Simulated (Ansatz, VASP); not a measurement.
## One calculation of WC, two programs

```xyz
2
Lattice="2.9065 0.0000 0.0000 -1.4532 2.5171 0.0000 0.0000 0.0000 2.8366" Properties=species:S:1:pos:R:3 pbc="T T T"
W     0.0000    0.0000    0.0000
C     1.4533    0.8390    1.4183
```

Alike in both runs: functional revPBE; k mesh 10 × 10 × 9; occupations fermi-dirac, width 0.05 eV; no spin polarisation.

|  | VASP | Ansatz |
| --- | --- | --- |
| version | VASP 6.6.1 | Ansatz 0.2.0 |
| potentials or method | VASP PAW PBE potentials, release 64 (W_sv, C), cutoff 520 eV | all-electron LAPW, scalar-relativistic |
| task | single point | band structure |

```csv
,VASP,Ansatz,Ansatz less VASP
gap on the k mesh at the Fermi level (eV),none,none,-
pressure (GPa),9.9,8.9,-0.99
"traceless stress, the component that is largest in VASP (GPa)",-0.12,-0.30,-0.175
```

VASP's potentials were made for PBE, not for revPBE. A gap of «none» marks a metal or a gap that the smearing closes. Ansatz ran all-electron here, and VASP with PAW potentials.

Neither program's run includes spin-orbit coupling.
